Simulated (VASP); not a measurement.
Wanted: the native input for a VASP 6.6.1 run.

| Item | Value |
| --- | --- |
| Task | single point |
| Functional | PBE |
| Potentials or basis | VASP PAW PBE potentials, release 64 (Dy_3, Ag, H), 4f in core |
| Cutoff | 500 eV |
| k mesh | 10 × 10 × 10 |
| Occupations | gaussian, width 0.1 eV |
| Spin | no spin polarisation |
| Dipole correction | no |
| Further INCAR settings | ALGO = Normal; EDIFF = 1e-06; NBANDS = 32 |

The structure of DyAgH2 lies in POSCAR:

```
DyAgH2
1.0
   -2.1180398387      2.1180398387      5.2992467750
    2.1180398387     -2.1180398387      5.2992467750
    2.1180398387      2.1180398387     -5.2992467750
Dy Ag H
2 2 4
Direct
    0.0000000000      0.0000000000      0.0000000000
    0.7500000000      0.2500000000      0.5000000000
    0.5000000000      0.5000000000      0.0000000000
    0.2500000000      0.7500000000      0.5000000000
    0.2040086120      0.2040086120      0.0000000000
    0.7959913880      0.7959913880      0.0000000000
    0.5459913880      0.0459913880      0.5000000000
    0.9540086120      0.4540086120      0.5000000000
```

One way to write it, as run:

INCAR

```
ALGO = Normal ; EDIFF = 1E-6
ENCUT = 500 ; GGA = PE
GGA_COMPAT = F ; ISIF = 2
ISMEAR = 0 ; LASPH = T
LCHARG = F ; LMAXMIX = 6
LREAL = F ; LWAVE = F
NBANDS = 32 ; NELM = 200
PREC = Accurate ; SIGMA = 0.1
```

KPOINTS

```
k-points
0
Gamma
  10 10 10
```

Potentials or basis: VASP PAW PBE potentials, release 64 (Dy_3, Ag, H), 4f in core.

Launch:

```sh
$ cat potpaw_PBE.64/Dy_3/POTCAR potpaw_PBE.64/Ag/POTCAR potpaw_PBE.64/H/POTCAR > POTCAR
$ mpirun -np 1 vasp_std > vasp.out
```

It gave:

```json
{
  "Pressure": "9.1 GPa",
  "Largest force": "0.008 eV/Å",
  "Band gap on the k mesh": "zero (bands 22 and 23 overlap by 1.85 eV)"
}
```

Caveat: the cell stands under pressure; spin-orbit coupling is left out, which moves the levels of the heavy elements; the 4f electrons are frozen in the core, so they carry no moment and show no levels.

It took 5.5 min on 1 thread of Intel(R) Xeon(R) 6975P-C (Granite Rapids), on a shared host, peak memory 0.49 GiB.
